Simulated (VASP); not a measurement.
# SnO2 in VASP: a series of runs

The runs below take SnO2 through single point, with PBEsol.

Everything below comes from runs of VASP 6.6.1. Logs are shortened: lines on timing, memory, paths and dates and some standing lists are left out, and cuts for length are marked.

### 1 The cell of the first run

It takes space group R-3m (No. 166, trigonal). The conventional cell has a = 3.234 Å, b = 3.234 Å, c = 14.402 Å, α = 90.00°, β = 90.00°, γ = 120.00°. Sn (site symmetry -3m) has 6 O at 2.13 Å within 2.8 Å. O (site symmetry 3m) has 3 Sn at 2.13 Å and 3 O at 2.76 Å within 2.8 Å.

### 2 Single point, PBEsol

INCAR reads:

```
  PREC = Accurate
  ENCUT = 520
  EDIFF = 1E-6
  ISMEAR = 0
  SIGMA = 0.01
  LREAL = False
  LASPH = True
  NELM = 60
  ALGO = Normal
  ISIF = 2
  LWAVE = False
  LCHARG = False
  GGA = PS
  NBANDS = 20
```

KPOINTS reads:

```
Automatic mesh
0
Gamma
  6 6 6
```

POSCAR reads:

```
SnO2
1.0
    1.6170930800      0.9336291200      4.8005925800
   -1.6170930800      0.9336291200      4.8005925800
    0.0000000000     -1.8672582400      4.8005925800
Sn O
1 2
Direct
    0.5000000007      0.5000000007      0.5000000007
    0.2371700002      0.2371700002      0.2371700002
    0.7628300005      0.7628300005      0.7628300005
```

Potentials or basis: VASP PAW PBE potentials, release 64 (Sn_d, O).

On the command line:

```bash
$ cat potpaw_PBE.64/Sn_d/POTCAR potpaw_PBE.64/O/POTCAR > POTCAR
$ mpirun -np 1 vasp_std > vasp.out
```

OUTCAR:

```text
PREC = Accurate
   ENCUT = 520
   EDIFF = 1E-6
   ISMEAR = 0
   LREAL = False
   LASPH = True
   NELM = 60
   ISIF = 2
   GGA = PS

 ion  position               nearest neighbor table
   1  0.500  0.500  0.500-   2 2.13   3 2.13   2 2.13   2 2.13   3 2.13   3 2.13
   2  0.237  0.237  0.237-   1 2.13   1 2.13   1 2.13
   3  0.763  0.763  0.763-   1 2.13   1 2.13   1 2.13

  LATTYP: Found a trigonal (rhomboedric) cell.
 ALAT       =     5.1509554922
 COS(alpha) =     0.8028828377

  Lattice vectors:

 A1 = (   1.6170930800,   0.9336291200,   4.8005925800)
 A2 = (  -1.6170930800,   0.9336291200,   4.8005925800)
 A3 = (   0.0000000000,  -1.8672582400,   4.8005925800)

Analysis of symmetry for initial positions (statically):
=====================================================================
 Subroutine PRICEL returns:
 Original cell was already a primitive cell.

 Routine SETGRP: Setting up the symmetry group for a
 trigonal (rhombohedral) supercell.

 Subroutine GETGRP returns: Found 12 space group operations
 (whereof 12 operations were pure point group operations)
 out of a pool of 12 trial point group operations.

The static configuration has the point symmetry D_3d.

Analysis of symmetry for dynamics (positions and initial velocities):
=====================================================================
 Subroutine PRICEL returns:
 Original cell was already a primitive cell.

 Routine SETGRP: Setting up the symmetry group for a
 trigonal (rhombohedral) supercell.

 Subroutine GETGRP returns: Found 12 space group operations
 (whereof 12 operations were pure point group operations)
 out of a pool of 12 trial point group operations.

The dynamic configuration has the point symmetry D_3d.

 Subroutine INISYM returns: Found 12 space group operations
 (whereof 12 operations are pure point group operations),
 and found     1 'primitive' translations

----------------------------------------------------------------------------------------

                                     Primitive cell

  volume of cell :      43.4866

  direct lattice vectors                    reciprocal lattice vectors
     1.617093080  0.933629120  4.800592580     0.309196797  0.178514855  0.069435872
    -1.617093080  0.933629120  4.800592580    -0.309196797  0.178514855  0.069435872
     0.000000000 -1.867258240  4.800592580     0.000000000 -0.357029709  0.069435872

  length of vectors
     5.150955492  5.150955492  5.150955489     0.363719057  0.363719057  0.363719059

  position of ions in fractional coordinates (direct lattice)
     0.500000001  0.500000001  0.500000001
     0.237170000  0.237170000  0.237170000
     0.762830001  0.762830001  0.762830001

  ion indices of the primitive-cell ions
   primitive index   ion index
                 1           1
                 2           2
                 3           3

----------------------------------------------------------------------------------------

 KPOINTS: Automatic mesh

Automatic generation of k-mesh.
 Grid dimensions read from file:
 generate k-points for:    6    6    6

 Generating k-lattice:

  Cartesian coordinates                     Fractional coordinates (reciprocal lattice)
     0.051532799  0.029752476  0.011572645     0.166666667 -0.000000000  0.000000000
    -0.051532799  0.029752476  0.011572645    -0.000000000  0.166666667  0.000000000
     0.000000000 -0.059504952  0.011572645     0.000000000  0.000000000  0.166666667

  Length of vectors
     0.060619843  0.060619843  0.060619843

  Shift w.r.t. Gamma in fractional coordinates (k-lattice)
     0.000000000  0.000000000  0.000000000

 Subroutine IBZKPT returns following result:
 ===========================================

 Found     32 irreducible k-points:

 Following reciprocal coordinates:
            Coordinates               Weight
  0.000000  0.000000  0.000000      1.000000
  0.166667  0.000000  0.000000      6.000000
  0.333333 -0.000000  0.000000      6.000000
  0.500000 -0.000000  0.000000      3.000000
  0.166667  0.166667  0.000000      6.000000
  0.333333  0.166667  0.000000     12.000000
[... 16 lines left out ...]
  0.500000  0.500000  0.166667      6.000000
 -0.333333  0.500000  0.166667     12.000000
 [... further k-points ...]
   k-points           NKPTS =     32   k-points in BZ     NKDIM =     32   number of bands    NBANDS=     20
   number of dos      NEDOS =    301   number of ions     NIONS =      3
   total plane-waves  NPLWV =  64000
   dimension x,y,z NGX =    40 NGY =   40 NGZ =   40
   dimension x,y,z NGXF=    80 NGYF=   80 NGZF=   80
   ions per type =               1   2
   NGX,Y,Z   is equivalent  to a cutoff of  12.91, 12.91, 12.91 a.u.
   NGXF,Y,Z  is equivalent  to a cutoff of  25.82, 25.82, 25.82 a.u.
 SYSTEM =  unknown system
   PREC   = accura    normal or accurate (medium, high low for compatibility)
   ISTART =      0    job   : 0-new  1-cont  2-samecut
   ICHARG =      2    charge: 1-file 2-atom 10-const
   ISPIN  =      1    spin polarized calculation?
   LNONCOLLINEAR =      F non collinear calculations
   LSORBIT =      F    spin-orbit coupling
   LASPH  =      T    aspherical Exc in radial PAW
   ENCUT  =  520.0 eV  38.22 Ry    6.18 a.u.   9.58  9.58  9.58*2*pi/ulx,y,z
   NELM   =     60;   NELMIN=  2; NELMDL= -5     # of ELM steps
   EDIFF  = 0.1E-05   stopping-criterion for ELM
   LREAL  =      F    real-space projection
   EDIFFG = 0.1E-04   stopping-criterion for IOM
   NSW    =      0    number of steps for IOM
   IBRION =     -1    ionic relax: 0-MD 1-quasi-New 2-CG
   NFREE  =      0    steps in history (QN), initial steepest desc. (CG)
   ISIF   =      2    stress and relaxation
   ISYM   =      2    0-nonsym 1-usesym 2-fastsym
   POTIM  = 0.5000    time-step for ionic-motion
   TEBEG  =    0.0;   TEEND  =   0.0 temperature during run
   PSTRESS=    0.0 pullay stress
   NELECT =      26.0000    total number of electrons
   NUPDOWN=      -1.0000    fix difference up-down
   EMIN   =  10.00;   EMAX   =-10.00  energy-range for DOS
   EFERMI =   0.00;   METHOD = LEGACY
   ISMEAR =     0;   SIGMA  =   0.01  broadening in eV -4-tet -1-fermi 0-gaus
   EFERMI_NEDOS =   21; number of points for ismear=-14 and -15
   IALGO  =     38    algorithm
   IMIX   =      4    mixing-type and parameters
     AMIX     =   0.40;   BMIX     =  1.00
     AMIX_MAG =   1.60;   BMIX_MAG =  1.00
  volume/ion in A,a.u.               =      14.50        97.82
  Fermi-wavevector in a.u.,A,eV,Ry     =   1.379158  2.606231 25.879336  1.902078
  Thomas-Fermi vector in A             =   2.504154
   LORBIT       =      0    0 simple, 1 ext, 2 COOP (PROOUT), +10 PAW based schemes
   GGA     = PS    functional components
   LHFCALC =     F    Hartree Fock is set to
   AEXX    =    0.0000 exact exchange contribution
   IVDW    =     0    specifies the selected vdW correction
   LEPSILON=     F    determine dielectric tensor
   LRPA    =     F    only Hartree local field effects (RPA)
 non-spin polarized calculation
 Gauss-broadening in eV      SIGMA  =   0.01
  energy-cutoff  :      520.00
  volume of cell :       43.49
 maximum number of plane-waves:      1188
 NGX is ok and might be reduce to    40
   NGX = 19   NGY = 19   NGZ = 19

 number of electron      26.0000004 magnetization

 Free energy of the ion-electron system (eV)
  ---------------------------------------------------
  ext. energy  EPLUGINS =         0.00000000
  ---------------------------------------------------
  free energy    TOTEN  =       -19.29658778 eV

  energy without entropy =      -19.29658778  energy(sigma->0) =      -19.29658778

 E-fermi :   3.3244     XC(G=0): -10.2192

 val. band max:        3.1852136291   @ k =  -0.1667   0.1667   0.0000
 cond. band min:       5.0302861740   @ k =   0.0000   0.0000   0.0000
 fundamental gap:      1.8450725449
 Fermi energy:         3.3243915451

 k-point     1 :       0.0000    0.0000    0.0000
  band No.  band energies     occupation
      1     -16.7294      2.00000
      2     -16.5112      2.00000
      3     -16.5112      2.00000
      4     -16.3272      2.00000
      5     -16.3272      2.00000
      6     -14.6959      2.00000
[... 12 lines left out ...]
     19      20.1564      0.00000
     20      20.1565      0.00000

 k-point     2 :       0.1667    0.0000    0.0000
  band No.  band energies     occupation
      1     -16.7490      2.00000
      2     -16.5975      2.00000
      3     -16.4608      2.00000
      4     -16.3670      2.00000
      5     -16.3237      2.00000
      6     -14.4945      2.00000
[... 12 lines left out ...]
     19      17.2597      0.00000
     20      20.3512      0.00000

 k-point     3 :       0.3333   -0.0000    0.0000
  band No.  band energies     occupation
      1     -17.1251      2.00000
      2     -16.4717      2.00000
      3     -16.4198      2.00000
      4     -16.3579      2.00000
      5     -16.2534      2.00000
      6     -13.9122      2.00000
[... 12 lines left out ...]
     19      15.8608      0.00000
     20      18.5117      0.00000

 k-point     4 :       0.5000   -0.0000    0.0000
  band No.  band energies     occupation
      1     -17.2913      2.00000
      2     -16.4776      2.00000
      3     -16.4227      2.00000
      4     -16.2943      2.00000
      5     -16.1930      2.00000
      6     -13.4912      2.00000
[... 12 lines left out ...]
     19      16.3006      0.00000
     20      16.4959      0.00000

 k-point     5 :       0.1667    0.1667    0.0000
  band No.  band energies     occupation
      1     -16.7486      2.00000
      2     -16.5975      2.00000
      3     -16.4608      2.00000
      4     -16.3672      2.00000
      5     -16.3236      2.00000
      6     -14.4905      2.00000
[... 12 lines left out ...]
     19      17.0768      0.00000
     20      20.4386      0.00000

 k-point     6 :       0.3333    0.1667    0.0000
  band No.  band energies     occupation
      1     -16.9527      2.00000
      2     -16.6053      2.00000
      3     -16.4023      2.00000
      4     -16.3942      2.00000
      5     -16.2770      2.00000
      6     -14.0219      2.00000
[... 12 lines left out ...]
     19      16.3979      0.00000
     20      18.8901      0.00000

 k-point     7 :       0.5000    0.1667    0.0000
  band No.  band energies     occupation
      1     -17.1530      2.00000
      2     -16.6032      2.00000
      3     -16.4318      2.00000
      4     -16.3347      2.00000
      5     -16.2497      2.00000
      6     -13.2645      2.00000
[... 12 lines left out ...]
     19      16.8467      0.00000
     20      16.9957      0.00000
[... 277 lines left out ...]
 k-point    20 :       0.5000    0.3333    0.1667
  band No.  band energies     occupation
      1     -16.9548      2.00000
      2     -16.6058      2.00000
      3     -16.4017      2.00000
      4     -16.3944      2.00000
      5     -16.2769      2.00000
      6     -13.9825      2.00000
[... 12 lines left out ...]
     19      16.3299      0.00000
     20      18.7416      0.00000

 k-point    21 :      -0.3333    0.3333    0.1667
  band No.  band energies     occupation
      1     -17.1534      2.00000
      2     -16.6034      2.00000
      3     -16.4316      2.00000
      4     -16.3347      2.00000
      5     -16.2493      2.00000
      6     -13.2536      2.00000
[... 12 lines left out ...]
     19      16.8670      0.00000
     20      17.8242      0.00000

 k-point    22 :      -0.1667    0.3333    0.1667
  band No.  band energies     occupation
      1     -17.1512      2.00000
      2     -16.6032      2.00000
      3     -16.4316      2.00000
      4     -16.3346      2.00000
      5     -16.2500      2.00000
      6     -13.2945      2.00000
[... 12 lines left out ...]
     19      16.3542      0.00000
     20      18.3904      0.00000

 k-point    23 :       0.5000    0.5000    0.1667
  band No.  band energies     occupation
      1     -17.1252      2.00000
      2     -16.4714      2.00000
      3     -16.4192      2.00000
      4     -16.3587      2.00000
      5     -16.2535      2.00000
      6     -13.8847      2.00000
[... 12 lines left out ...]
     19      15.7115      0.00000
     20      19.2097      0.00000

 k-point    24 :      -0.3333    0.5000    0.1667
  band No.  band energies     occupation
      1     -17.1527      2.00000
      2     -16.6035      2.00000
      3     -16.4315      2.00000
      4     -16.3346      2.00000
      5     -16.2492      2.00000
      6     -13.2636      2.00000
[... 12 lines left out ...]
     19      16.7739      0.00000
     20      18.8688      0.00000

 [... further k-points ...]
[... 5 lines left out ...]
  --------------------------------------------------------------------------------------
  -------------------------------------------------------------------------------------
  Total       -1.3892378     -1.3892377     -0.9788575      0.0000000     -0.0000000      0.0000000
  in kB      -51.1836970    -51.1836965    -36.0640546      0.0000000     -0.0000000      0.0000000
  external PRESSURE =     -46.1438161 kB  Pullay stress =       0.0000000 kB

 VOLUME and BASIS-vectors are now :
 -----------------------------------------------------------------------------
  energy-cutoff  :      520.00
  volume of cell :       43.49
      direct lattice vectors                 reciprocal lattice vectors
     1.617093080  0.933629120  4.800592580     0.309196797  0.178514855  0.069435872
    -1.617093080  0.933629120  4.800592580    -0.309196797  0.178514855  0.069435872
     0.000000000 -1.867258240  4.800592580     0.000000000 -0.357029709  0.069435872

 POSITION                                       TOTAL-FORCE (eV/Angst)
 -----------------------------------------------------------------------------------
      0.00000      0.00000      7.20089         0.000000      0.000000      0.000000
      0.00000      0.00000      3.41567         0.000000      0.000000     -0.347115
      0.00000      0.00000     10.98611         0.000000     -0.000000      0.347115
 -----------------------------------------------------------------------------------
    total drift:                               -0.000000      0.000000     -0.000019

  FREE ENERGIE OF THE ION-ELECTRON SYSTEM (eV)
  ---------------------------------------------------
  free  energy   TOTEN  =       -19.2965877802 eV

  energy  without entropy=      -19.2965877802  energy(sigma->0) =      -19.29658778
```

It took 72 s on 1 thread of AMD EPYC 7R43 (Zen 3), shared host; peak memory 0.2 GiB.

What came out:

```yaml
Free_energy: -19.2966 eV
Pressure: -4.6 GPa
Largest_force: 0.347 eV/Å
Band_gap_on_the_k_mesh: 1.85 eV, indirect (least direct gap 1.97 eV)
```

Forces in eV/Å, atoms in the order of the input:
```
Sn   0.000  0.000  0.000
O    0.000  0.000 -0.347
O    0.000  0.000  0.347
```

Stress tensor (GPa, compression positive):
```
-5.12  0.00  0.00
 0.00 -5.12  0.00
 0.00  0.00 -3.61
```

Caveat: the PAW data sets were made with another functional, which shifts forces and pressure a little; spin-orbit coupling is left out, which moves the levels of the heavy elements. A hybrid or GW would open this gap; PBEsol tends to underestimate it.

### 3 Single point, PBEsol

INCAR reads:

```
ALGO     = Normal         # electronic algorithm
EDIFF    = 1E-6           # SCF threshold, eV
ENCUT    = 520            # plane-wave cutoff, eV
GGA      = PS             # functional
ISIF     = 2              # what is computed and relaxed
ISMEAR   = 0              # smearing method
LASPH    = True           # aspherical terms in the spheres
LCHARG   = False          # write CHGCAR
LREAL    = False          # projectors in reciprocal space
LWAVE    = False          # write WAVECAR
NBANDS   = 20             # bands
NELM     = 60             # most SCF steps
PREC     = Accurate       # precision mode
SIGMA    = 0.01           # smearing width, eV
```

KPOINTS reads:

```
k-points
0
Gamma
  6 6 6
```

POSCAR, as its differences from that of step 2:

```diff
@@ -9,3 +9,3 @@
     0.5000000007      0.5000000007      0.5000000007
-    0.2371700002      0.2371700002      0.2371700002
+    0.2309860643      0.2433539362      0.2371700002
     0.7628300005      0.7628300005      0.7628300005
```

Potentials or basis: VASP PAW PBE potentials, release 64 (Sn_d, O).

On the command line:

```bash
$ cat potpaw_PBE.64/Sn_d/POTCAR potpaw_PBE.64/O/POTCAR > POTCAR
$ mpirun -np 1 vasp_std > vasp.out
```

Wall time 4 min (1 thread of AMD EPYC 7R43 (Zen 3), shared host); peak memory 0.24 GiB.

Results (log left out):

```
Free energy            : -19.2949 eV
Pressure               : -4.6 GPa
Largest force          : 0.381 eV/Å
Band gap on the k mesh : 1.84 eV, indirect (least direct gap 1.97 eV)
```

Forces in eV/Å, atoms in the order of the input:
```
Sn  -0.128 -0.005 -0.005
O    0.169  0.004 -0.342
O   -0.041  0.001  0.346
```

Stress tensor (GPa, compression positive):
```
-5.10  0.01  0.76
 0.01 -5.11  0.01
 0.76  0.01 -3.59
```

Levels at points of the mesh, in eV from the valence-band top:
```tsv
k point	band 9	band 10	band 11	band 12	band 13	band 14	band 15	band 16	band 17	band 18
(0.00, 0.00, 0.00)	-1.32	-1.25	-0.91	-0.90	-0.12	1.84	5.56	10.81	10.93	11.55
(0.50, 0.00, 0.00)	-4.17	-2.96	-1.52	-0.60	-0.55	5.26	7.59	9.93	12.09	12.52
(0.00, 0.50, 0.00)	-4.20	-2.99	-1.45	-0.61	-0.58	5.19	7.56	9.91	12.17	12.54
(0.00, 0.00, 0.50)	-4.19	-2.98	-1.48	-0.62	-0.55	5.22	7.57	9.92	12.13	12.54
(0.50, 0.50, 0.00)	-4.41	-3.07	-1.15	-0.47	-0.03	4.95	6.76	10.58	11.14	12.40
(0.50, 0.00, 0.50)	-4.43	-3.08	-1.13	-0.47	-0.03	4.92	6.75	10.56	11.14	12.43
(0.00, 0.50, 0.50)	-4.40	-3.06	-1.18	-0.46	-0.03	4.98	6.78	10.60	11.14	12.38
(0.50, 0.50, 0.50)	-1.39	-1.31	-1.28	-0.86	-0.85	3.11	5.51	10.98	11.10	11.96
```

Caveat: the PAW data sets were made with another functional, which shifts forces and pressure a little; spin-orbit coupling is left out, which moves the levels of the heavy elements. A k mesh can miss the band edges.

### 4 Single point, PBEsol

INCAR reads:

```
ALGO = Normal
EDIFF = 1E-6
ENCUT = 520
GGA = PS
ISIF = 2
ISMEAR = 0
LASPH = T
LCHARG = F
LREAL = F
LWAVE = F
NBANDS = 20
NELM = 100
PREC = Accurate
SIGMA = 0.01
```

KPOINTS is that of step 3.

POSCAR, as its differences from that of step 3:

```diff
@@ -9,3 +9,3 @@
     0.5000000007      0.5000000007      0.5000000007
-    0.2309860643      0.2433539362      0.2371700002
+    0.2340780323      0.2402619682      0.2371700002
     0.7628300005      0.7628300005      0.7628300005
```

On the command line:

```bash
$ cat potpaw_PBE.64/Sn_d/POTCAR potpaw_PBE.64/O/POTCAR > POTCAR
$ mpirun -np 1 vasp_std > vasp.out
```

Run time: 4.5 min. Hardware: 1 thread of AMD EPYC 7R43 (Zen 3), shared host; peak memory 0.24 GiB.

It converged, with:

```
Free energy            : -19.2962 eV
Pressure               : -4.6 GPa
Largest force          : 0.356 eV/Å
Band gap on the k mesh : 1.84 eV, indirect (least direct gap 1.97 eV)
```

Forces on the atoms (eV/Å):
```
Sn  -0.064 -0.001 -0.001
O    0.084  0.001 -0.346
O   -0.020  0.000  0.347
```

Stress tensor (GPa, compression positive):
```
-5.11  0.01  0.38
 0.01 -5.12  0.00
 0.38  0.00 -3.60
```

Levels at points of the mesh, in eV from the valence-band top:
```tsv
k point	band 9	band 10	band 11	band 12	band 13	band 14	band 15	band 16	band 17	band 18
(0.00, 0.00, 0.00)	-1.30	-1.27	-0.90	-0.90	-0.12	1.84	5.57	10.84	10.90	11.55
(0.50, 0.00, 0.00)	-4.18	-2.97	-1.50	-0.60	-0.56	5.24	7.58	9.93	12.11	12.53
(0.00, 0.50, 0.00)	-4.19	-2.98	-1.47	-0.60	-0.57	5.21	7.57	9.92	12.15	12.54
(0.00, 0.00, 0.50)	-4.18	-2.97	-1.48	-0.60	-0.56	5.23	7.58	9.92	12.13	12.53
(0.50, 0.50, 0.00)	-4.41	-3.07	-1.15	-0.46	-0.02	4.96	6.76	10.58	11.14	12.41
(0.50, 0.00, 0.50)	-4.42	-3.07	-1.14	-0.47	-0.02	4.94	6.76	10.57	11.14	12.42
(0.00, 0.50, 0.50)	-4.41	-3.06	-1.16	-0.46	-0.02	4.97	6.77	10.59	11.14	12.40
(0.50, 0.50, 0.50)	-1.37	-1.33	-1.28	-0.86	-0.85	3.11	5.51	11.01	11.07	11.96
```

Caveat: the PAW data sets were made with another functional, which shifts forces and pressure a little; spin-orbit coupling is left out, which moves the levels of the heavy elements.

[end of part 1 of 2]
